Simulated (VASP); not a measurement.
# TiAl (Pmmm) in VASP: further runs

Runs on TiAl. Level: LDA. Tasks: single point.

Program: VASP 6.6.1. These are calculated values, not measurements. Logs are shortened: lines on timing, memory, paths and dates and some standing lists are left out, and cuts for length are marked.

### 1 The cell of the first run

Symmetry: Pmmm, No. 47, orthorhombic system. The conventional cell has a = 3.038 Å, b = 3.124 Å, c = 3.468 Å, α = 90.00°, β = 90.00°, γ = 90.00°. Within 3.7 Å of Ti (site symmetry mmm) lie 8 Al at 2.78 Å and 6 Ti at 3.04 to 3.47 Å. Al (site symmetry mmm) has 8 Ti at 2.78 Å and 6 Al at 3.04 to 3.47 Å within 3.7 Å.

### 2 Single point, LDA (normal strain along x -0.0275, normal strain along y +0.1100)

Contents of INCAR:

```
PREC = Accurate
ENCUT = 520
EDIFF = 1E-6
ISMEAR = 0
SIGMA = 0.15
LREAL = False
LASPH = True
NELM = 80
ALGO = Fast
ISIF = 2
LWAVE = False
LCHARG = False
GGA = CA
NBANDS = 14
```

Contents of KPOINTS:

```
regular mesh
0
Gamma
  14 14 14
```

Contents of POSCAR:

```
TiAl
1.0
    3.0381738569      0.0000000000      0.0000000000
    0.0000000000      3.4677357133      0.0000000000
    0.0000000000      0.0000000000      3.1240862282
Ti Al
1 1
Direct
    0.0000000000      0.0000000000      0.0000000000
    0.5000000000      0.5000000000      0.5000000000
```

Potentials or basis: VASP PAW LDA potentials, release 64 (Ti_sv, Al).

Run with:

```sh
$ cat potpaw_LDA.64/Ti_sv/POTCAR potpaw_LDA.64/Al/POTCAR > POTCAR
$ mpirun -np 1 vasp_std > vasp.out
```

OUTCAR:

```text
PREC = Accurate
   ENCUT = 520
   EDIFF = 1E-6
   ISMEAR = 0
   LREAL = False
   LASPH = True
   NELM = 80
   ISIF = 2
   GGA = CA

 ion  position               nearest neighbor table
   1  0.000  0.000  0.000-   2 2.78   2 2.78   2 2.78   2 2.78   2 2.78   2 2.78   2 2.78   2 2.78

   2  0.500  0.500  0.500-   1 2.78   1 2.78   1 2.78   1 2.78   1 2.78   1 2.78   1 2.78   1 2.78

  LATTYP: Found a simple orthorhombic cell.
 ALAT       =     3.0381738569
 B/A-ratio  =     1.0282776350
 C/A-ratio  =     1.1413881748

  Lattice vectors:

 A1 = (  -3.0381738569,   0.0000000000,   0.0000000000)
 A2 = (   0.0000000000,   0.0000000000,   3.1240862282)
 A3 = (   0.0000000000,   3.4677357133,   0.0000000000)

Analysis of symmetry for initial positions (statically):
=====================================================================
 Subroutine PRICEL returns:
 Original cell was already a primitive cell.

 Routine SETGRP: Setting up the symmetry group for a
 simple orthorhombic supercell.

 Subroutine GETGRP returns: Found  8 space group operations
 (whereof  8 operations were pure point group operations)
 out of a pool of  8 trial point group operations.

The static configuration has the point symmetry D_2h.

Analysis of symmetry for dynamics (positions and initial velocities):
=====================================================================
 Subroutine PRICEL returns:
 Original cell was already a primitive cell.

 Routine SETGRP: Setting up the symmetry group for a
 simple orthorhombic supercell.

 Subroutine GETGRP returns: Found  8 space group operations
 (whereof  8 operations were pure point group operations)
 out of a pool of  8 trial point group operations.

The dynamic configuration has the point symmetry D_2h.

 Subroutine INISYM returns: Found  8 space group operations
 (whereof  8 operations are pure point group operations),
 and found     1 'primitive' translations

----------------------------------------------------------------------------------------

                                     Primitive cell

  volume of cell :      32.9141

  direct lattice vectors                    reciprocal lattice vectors
     3.038173857  0.000000000  0.000000000     0.329145088  0.000000000  0.000000000
     0.000000000  3.467735713  0.000000000     0.000000000  0.288372610  0.000000000
     0.000000000  0.000000000  3.124086228     0.000000000  0.000000000  0.320093598

  length of vectors
     3.038173857  3.467735713  3.124086228     0.329145088  0.288372610  0.320093598

  position of ions in fractional coordinates (direct lattice)
     0.000000000  0.000000000  0.000000000
     0.500000000  0.500000000  0.500000000

  ion indices of the primitive-cell ions
   primitive index   ion index
                 1           1
                 2           2

----------------------------------------------------------------------------------------

 KPOINTS: regular mesh

Automatic generation of k-mesh.
 Grid dimensions read from file:
 generate k-points for:   14   14   14

 Generating k-lattice:

  Cartesian coordinates                     Fractional coordinates (reciprocal lattice)
     0.023510363  0.000000000  0.000000000     0.071428571  0.000000000  0.000000000
     0.000000000  0.020598044  0.000000000     0.000000000  0.071428571  0.000000000
     0.000000000  0.000000000  0.022863828     0.000000000  0.000000000  0.071428571

  Length of vectors
     0.023510363  0.020598044  0.022863828

  Shift w.r.t. Gamma in fractional coordinates (k-lattice)
     0.000000000  0.000000000  0.000000000

 Subroutine IBZKPT returns following result:
 ===========================================

 Found    512 irreducible k-points:

 Following reciprocal coordinates:
            Coordinates               Weight
  0.000000  0.000000  0.000000      1.000000
  0.071429  0.000000  0.000000      2.000000
  0.142857  0.000000  0.000000      2.000000
  0.214286  0.000000  0.000000      2.000000
  0.285714  0.000000  0.000000      2.000000
  0.357143  0.000000  0.000000      2.000000
[... 16 lines left out ...]
  0.428571  0.142857  0.000000      4.000000
  0.500000  0.142857  0.000000      2.000000
 [... further k-points ...]
   k-points           NKPTS =    512   k-points in BZ     NKDIM =    512   number of bands    NBANDS=     14
   number of dos      NEDOS =    301   number of ions     NIONS =      2
   total plane-waves  NPLWV =  16128
   dimension x,y,z NGX =    24 NGY =   28 NGZ =   24
   dimension x,y,z NGXF=    48 NGYF=   56 NGZF=   48
   ions per type =               1   1
   NGX,Y,Z   is equivalent  to a cutoff of  13.13, 13.42, 12.77 a.u.
   NGXF,Y,Z  is equivalent  to a cutoff of  26.27, 26.85, 25.54 a.u.
 SYSTEM =  unknown system
   PREC   = accura    normal or accurate (medium, high low for compatibility)
   ISTART =      0    job   : 0-new  1-cont  2-samecut
   ICHARG =      2    charge: 1-file 2-atom 10-const
   ISPIN  =      1    spin polarized calculation?
   LNONCOLLINEAR =      F non collinear calculations
   LSORBIT =      F    spin-orbit coupling
   LASPH  =      T    aspherical Exc in radial PAW
   ENCUT  =  520.0 eV  38.22 Ry    6.18 a.u.   5.65  6.45  5.81*2*pi/ulx,y,z
   NELM   =     80;   NELMIN=  2; NELMDL= -5     # of ELM steps
   EDIFF  = 0.1E-05   stopping-criterion for ELM
   LREAL  =      F    real-space projection
   EDIFFG = 0.1E-04   stopping-criterion for IOM
   NSW    =      0    number of steps for IOM
   IBRION =     -1    ionic relax: 0-MD 1-quasi-New 2-CG
   NFREE  =      0    steps in history (QN), initial steepest desc. (CG)
   ISIF   =      2    stress and relaxation
   ISYM   =      2    0-nonsym 1-usesym 2-fastsym
   POTIM  = 0.5000    time-step for ionic-motion
   TEBEG  =    0.0;   TEEND  =   0.0 temperature during run
   PSTRESS=    0.0 pullay stress
   NELECT =      15.0000    total number of electrons
   NUPDOWN=      -1.0000    fix difference up-down
   EMIN   =  10.00;   EMAX   =-10.00  energy-range for DOS
   EFERMI =   0.00;   METHOD = LEGACY
   ISMEAR =     0;   SIGMA  =   0.15  broadening in eV -4-tet -1-fermi 0-gaus
   EFERMI_NEDOS =   21; number of points for ismear=-14 and -15
   IALGO  =     68    algorithm
   IMIX   =      4    mixing-type and parameters
     AMIX     =   0.40;   BMIX     =  1.00
     AMIX_MAG =   1.60;   BMIX_MAG =  1.00
  volume/ion in A,a.u.               =      16.46       111.06
  Fermi-wavevector in a.u.,A,eV,Ry     =   1.259828  2.380730 21.594724  1.587167
  Thomas-Fermi vector in A             =   2.393369
   LORBIT       =      0    0 simple, 1 ext, 2 COOP (PROOUT), +10 PAW based schemes
   GGA     = CA    functional components
   LHFCALC =     F    Hartree Fock is set to
   AEXX    =    0.0000 exact exchange contribution
   IVDW    =     0    specifies the selected vdW correction
   LEPSILON=     F    determine dielectric tensor
   LRPA    =     F    only Hartree local field effects (RPA)
 non-spin polarized calculation
 RMM-DIIS sequential band-by-band and
 Gauss-broadening in eV      SIGMA  =   0.15
  energy-cutoff  :      520.00
  volume of cell :       32.91
 maximum number of plane-waves:       905
 NGX is ok and might be reduce to    24
   NGX = 11   NGY = 13   NGZ = 11

 number of electron      14.9999999 magnetization

 Free energy of the ion-electron system (eV)
  ---------------------------------------------------
  ext. energy  EPLUGINS =         0.00000000
  ---------------------------------------------------
  free energy    TOTEN  =       -13.32164625 eV

  energy without entropy =      -13.29182381  energy(sigma->0) =      -13.30673503

 E-fermi :   8.1680     XC(G=0): -11.2068

 val. band max:        8.1658644413   @ k =   0.2857   0.2857   0.0000
 cond. band min:       8.1680353308   @ k =   0.1429   0.0000   0.2857
 fundamental gap:      0.0021708895
 Fermi energy:         8.1679689273

 k-point     1 :       0.0000    0.0000    0.0000
  band No.  band energies     occupation
      1     -47.9685      2.00000
      2     -24.6405      2.00000
      3     -24.5240      2.00000
      4     -24.4676      2.00000
      5      -0.8319      2.00000
      6       6.7184      2.00000
      7       7.0347      2.00000
      8       9.7689      0.00000
      9       9.9415      0.00000
     10      10.3465      0.00000
     11      10.6629      0.00000
     12      13.2570      0.00000
     13      14.0738      0.00000
     14      16.7765      0.00000

 k-point     2 :       0.0714    0.0000    0.0000
  band No.  band energies     occupation
      1     -47.9672      2.00000
      2     -24.6392      2.00000
      3     -24.5228      2.00000
      4     -24.4807      2.00000
      5      -0.7435      2.00000
      6       6.7594      2.00000
      7       7.0389      2.00000
      8       9.5674      0.00000
      9       9.7828      0.00000
     10      10.2124      0.00000
     11      11.0863      0.00000
     12      13.4404      0.00000
     13      13.4952      0.00000
     14      16.4976      0.00000

 k-point     3 :       0.1429    0.0000    0.0000
  band No.  band energies     occupation
      1     -47.9635      2.00000
      2     -24.6354      2.00000
      3     -24.5195      2.00000
      4     -24.5172      2.00000
      5      -0.4809      2.00000
      6       6.8410      2.00000
      7       7.0345      2.00000
      8       9.0278      0.00000
      9       9.8218      0.00000
     10       9.8934      0.00000
     11      11.7791      0.00000
     12      12.4702      0.00000
     13      13.9133      0.00000
     14      16.3137      0.00000

 k-point     4 :       0.2143    0.0000    0.0000
  band No.  band energies     occupation
      1     -47.9582      2.00000
      2     -24.6300      2.00000
      3     -24.5697      2.00000
      4     -24.5147      2.00000
      5      -0.0511      2.00000
      6       6.6626      2.00000
      7       7.1523      2.00000
      8       8.5366      0.00051
      9       9.5202      0.00000
     10       9.8791      0.00000
     11      11.6694      0.00000
     12      12.5415      0.00000
     13      14.5597      0.00000
     14      16.0277      0.00000

 k-point     5 :       0.2857    0.0000    0.0000
  band No.  band energies     occupation
      1     -47.9522      2.00000
      2     -24.6274      2.00000
      3     -24.6240      2.00000
      4     -24.5094      2.00000
      5       0.5348      2.00000
      6       6.0666      2.00000
      7       7.3780      2.00000
      8       8.1296      1.28232
      9       9.1760      0.00000
     10       9.9439      0.00000
     11      11.3458      0.00000
[... 276 lines left out ...]
 k-point    22 :       0.3571    0.1429    0.0000
  band No.  band energies     occupation
      1     -47.9460      2.00000
      2     -24.6771      2.00000
      3     -24.6322      2.00000
      4     -24.5036      2.00000
      5       1.4700      2.00000
      6       5.3052      2.00000
      7       7.1800      2.00000
      8       7.9831      1.91872
      9       8.9549      0.00000
     10       9.8161      0.00000
     11      11.4293      0.00000
     12      13.0483      0.00000
     13      15.7232      0.00000
     14      16.4547      0.00000

 k-point    23 :       0.4286    0.1429    0.0000
  band No.  band energies     occupation
      1     -47.9423      2.00000
      2     -24.7124      2.00000
      3     -24.6282      2.00000
      4     -24.5002      2.00000
      5       2.2742      2.00000
      6       4.3326      2.00000
      7       7.3228      2.00000
      8       7.8946      1.99005
      9       8.7897      0.00000
     10       9.8659      0.00000
     11      11.5406      0.00000
     12      13.6676      0.00000
     13      15.1251      0.00000
     14      17.2856      0.00000

 k-point    24 :       0.5000    0.1429    0.0000
  band No.  band energies     occupation
      1     -47.9409      2.00000
      2     -24.7250      2.00000
      3     -24.6268      2.00000
      4     -24.4991      2.00000
      5       2.9149      2.00000
      6       3.6275      2.00000
      7       7.3682      2.00000
      8       7.8697      1.99508
      9       8.7328      0.00000
     10       9.8843      0.00000
     11      11.6033      0.00000
     12      14.1181      0.00000
     13      14.6866      0.00000
     14      17.2678      0.00000

 [... further k-points ...]
[... 5 lines left out ...]
  --------------------------------------------------------------------------------------
  -------------------------------------------------------------------------------------
  Total       -2.1020953     -0.5265434     -2.2646978      0.0000000      0.0000000      0.0000000
  in kB     -102.3249078    -25.6308553   -110.2400002      0.0000000      0.0000000      0.0000000
  external PRESSURE =     -79.3985878 kB  Pullay stress =       0.0000000 kB

 VOLUME and BASIS-vectors are now :
 -----------------------------------------------------------------------------
  energy-cutoff  :      520.00
  volume of cell :       32.91
      direct lattice vectors                 reciprocal lattice vectors
     3.038173857  0.000000000  0.000000000     0.329145088  0.000000000  0.000000000
     0.000000000  3.467735713  0.000000000     0.000000000  0.288372610  0.000000000
     0.000000000  0.000000000  3.124086228     0.000000000  0.000000000  0.320093598

 POSITION                                       TOTAL-FORCE (eV/Angst)
 -----------------------------------------------------------------------------------
      0.00000      0.00000      0.00000         0.000000      0.000000      0.000000
      1.51909      1.73387      1.56204         0.000000      0.000000      0.000000
 -----------------------------------------------------------------------------------
    total drift:                                0.000000      0.000000      0.000000

  FREE ENERGIE OF THE ION-ELECTRON SYSTEM (eV)
  ---------------------------------------------------
  free  energy   TOTEN  =       -13.3216462469 eV

  energy  without entropy=      -13.2918238139  energy(sigma->0) =      -13.30673503
```

It took 3.1 min on 1 thread of Intel Xeon Platinum 8488C (Sapphire Rapids), shared host; peak memory 0.33 GiB.

What came out:

* Free energy: -13.3216 eV
* Pressure: -7.9 GPa
* Band gap on the k mesh: zero (an odd number of electrons rules out a gap without spin polarisation)

Caveat: the cell differs from its parent crystal (normal strain along x -0.0275, normal strain along y +0.1100); the stress differs along the axes, from -11 to -3 GPa.

(Continued in part 2 of 3.)
